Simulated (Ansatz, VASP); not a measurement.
**Two plane-wave programs on NaFeN**

```
Na Fe N
1.0
     2.97920    0.00000    0.00000
    -1.48960    2.58006    0.00000
     0.00000    0.00000    9.67759
Na Fe N
2 2 2
Direct
  0.66667 0.33333 0.76069
  0.33333 0.66667 0.26069
  0.00000 0.00000 0.51817
  0.00000 0.00000 0.01817
  0.33333 0.66667 0.56578
  0.66667 0.33333 0.06578
```

Alike in both runs: task single point; functional PBE; k mesh 7 × 7 × 2; collinear spin; Hubbard terms Fe d U = 5.0 eV.

|  | VASP | Ansatz |
| --- | --- | --- |
| version | VASP 6.6.1 | Ansatz 0.2.0 |
| potentials or method | VASP PAW PBE potentials, release 64 (Na_pv, Fe, N), cutoff 520 eV | plane waves, PAW |
| occupations | methfessel-paxton of order 1, width 0.05 eV | cold, width 0.05 eV |
| valence electrons in the cell | 40 | 60 |

|  | VASP | Ansatz | Ansatz less VASP |
| --- | --- | --- | --- |
| gap on the k mesh at the Fermi level (eV) | none | none | - |
| net moment per atom (μB) | 0.00 | 0.00 | 0.000 |
| size of the moment on the site where the two differ most (μB) | 3.04 | 2.34 | -0.702 |

Site moments also hang on the region over which each program counts them. The programs project onto different local orbitals, so the same U acts differently, and such runs can settle in different states. A gap of «none» marks a metal or a gap that the smearing closes. VASP's potentials hold 40 valence electrons a cell and Ansatz's 60, so a difference there can come from the potentials and not from the codes. Ansatz's warnings: filled band counts differ across k points, stability check not made.
